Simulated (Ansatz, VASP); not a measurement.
**InAs: VASP beside Ansatz**

The input POSCAR:

```
InAs
1.0
    0.0000000000      2.9831302033      2.9831302033
    2.9831302033      0.0000000000      2.9831302033
    2.9831302033      2.9831302033      0.0000000000
In As
1 1
Direct
    0.0000000000      0.0000000000      0.0000000000
    0.7500000000      0.7500000000      0.7500000000
```

File INCAR.step1:

```
SYSTEM = InAs
ALGO     = Normal         ! electronic algorithm
EDIFF    = 1E-4           ! SCF threshold, eV
ENCUT    = 520            ! plane-wave cutoff, eV
GGA      = PE             ! functional
GGA_COMPAT= .FALSE.      
ISMEAR   = 0              ! smearing method
LASPH    = .TRUE.         ! aspherical terms in the spheres
LCHARG   = .FALSE.        ! write CHGCAR
LREAL    = .FALSE.        ! projectors in reciprocal space
LSORBIT  = .TRUE.         ! spin-orbit coupling
LWAVE    = .TRUE.         ! write WAVECAR
MAGMOM   = 0 0 0 0 0 0    ! initial moments
NBANDS   = 30             ! bands
NELM     = 150            ! most SCF steps
PREC     = Accurate       ! precision mode
SIGMA    = 0.05           ! smearing width, eV
```

Contents of INCAR.step2:

```
SYSTEM = InAs
ALGO     = Normal         ! electronic algorithm
EDIFF    = 1E-6           ! SCF threshold, eV
ENCUT    = 520            ! plane-wave cutoff, eV
GGA_COMPAT= .FALSE.      
ISIF     = 2              ! what is computed and relaxed
ISMEAR   = 0              ! smearing method
ISTART   = 1            
LASPH    = .TRUE.         ! aspherical terms in the spheres
LCHARG   = .TRUE.         ! write CHGCAR
LMIXTAU  = .TRUE.       
LORBIT   = 11             ! projections on sites
LORBMOM  = .TRUE.       
LREAL    = .FALSE.        ! projectors in reciprocal space
LSORBIT  = .TRUE.         ! spin-orbit coupling
LVHAR    = .TRUE.       
LWAVE    = .FALSE.        ! write WAVECAR
MAGMOM   = 0 0 0 0 0 0    ! initial moments
METAGGA  = R2SCAN         ! meta-GGA
NBANDS   = 30             ! bands
NELM     = 150            ! most SCF steps
PREC     = Accurate       ! precision mode
SIGMA    = 0.05           ! smearing width, eV
```

The input KPOINTS:

```
k-points
0
G
  6 6 6
  0 0 0
```

Input for Ansatz:

```yaml
crystal:
  lattice:
    - [0.0, 2.9831302033, 2.9831302033]
    - [2.9831302033, 0.0, 2.9831302033]
    - [2.9831302033, 2.9831302033, 0.0]
  atoms:
    - { symbol: In, position: [0.0, 0.0, 0.0] }
    - { symbol: As, position: [0.75, 0.75, 0.75] }
basis:
  ecutwfc: 500
  ecutrho_ratio: 4
kpoints:
  mp_grid: { grid: [6, 6, 6] }
hamiltonian:
  xc: r2scan
scf:
  occupations: { method: gaussian, width: 0.05 }
output:
  forces: true
  stress: true
  eigenvalues: true
  populations: true
  topological_invariants: true
magnetization:
  noncollinear: true
  spin_orbit: true
```

Alike in both runs: task single point; functional r2SCAN; k mesh 6 × 6 × 6; occupations gaussian, width 0.05 eV; non-collinear spin, spin-orbit coupling.

```csv
,VASP,Ansatz
version,VASP 6.6.1,Ansatz 0.2.0
potentials or method,"VASP PAW PBE potentials, release 64 (In_d, As), cutoff 520 eV","plane waves, PAW"
valence electrons in the cell,18,28
```

|  | VASP | Ansatz | Ansatz less VASP |
| --- | --- | --- | --- |
| pressure (GPa) | 4.8 | 4.7 | -0.02 |
| net moment per atom (μB) | 0.00 | 0.00 | 0.000 |

VASP's potentials were made for PBE, not for r2SCAN. VASP's potentials hold 18 valence electrons a cell and Ansatz's 28, so a difference there can come from the potentials and not from the codes.
